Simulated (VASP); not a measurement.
Here is a VASP 6.6.1 calculation.

The input INCAR:

```
SYSTEM = HgTe
  PREC = Accurate
  ENCUT = 520
  EDIFF = 1E-7
  ISMEAR = 0
  SIGMA = 0.1
  LREAL = .FALSE.
  LASPH = .TRUE.
  NELM = 60
  ALGO = Normal
  ISIF = 2
  LWAVE = .FALSE.
  LCHARG = .FALSE.
  LDIPOL = .TRUE.
  IDIPOL = 3
  DIPOL = 0.5 0.5 0.500
  GGA = PS
  NBANDS = 36
```

Contents of KPOINTS:

```
regular mesh
0
G
  9 9 1
  0 0 0
```

File POSCAR:

```
HgTe
1.0
    4.6045184592      0.0000000000      0.0000000000
   -2.3022592296      3.9876299579      0.0000000000
    0.0000000000      0.0000000000     23.4590405523
Te Hg
3 3
Direct
    0.0000000000      0.0000000000      0.3197061697
    0.3333333333      0.6666666667      0.4799673522
    0.6666666667      0.3333333333      0.6402285347
    0.3333333333      0.6666666667      0.3597714653
    0.6666666667      0.3333333333      0.5200326478
    0.0000000000      0.0000000000      0.6802938303
```

Potentials or basis: VASP PAW PBE potentials, release 64 (Te, Hg).

Command:

```bash
$ cat potpaw_PBE.64/Te/POTCAR potpaw_PBE.64/Hg/POTCAR > POTCAR
$ mpirun -np 1 vasp_std > vasp.out
```

Q: Predict the largest force.

A: 0.804 eV/Å.

Q: Estimate the band gap on the k mesh.

A: Zero (band 27 reaches -0.78 eV, above the bottom of band 28 at -0.94 eV).

Forces in eV/Å, atoms in the order of the input:
```
Te   0.000  0.000  0.184
Te   0.000  0.000  0.453
Te   0.000  0.000  0.804
Hg   0.000  0.000 -0.490
Hg   0.000  0.000 -0.440
Hg   0.000  0.000 -0.512
```

Caveat: the PAW data sets were made with another functional, which shifts forces and pressure a little; spin-orbit coupling is left out, which moves the levels of the heavy elements.
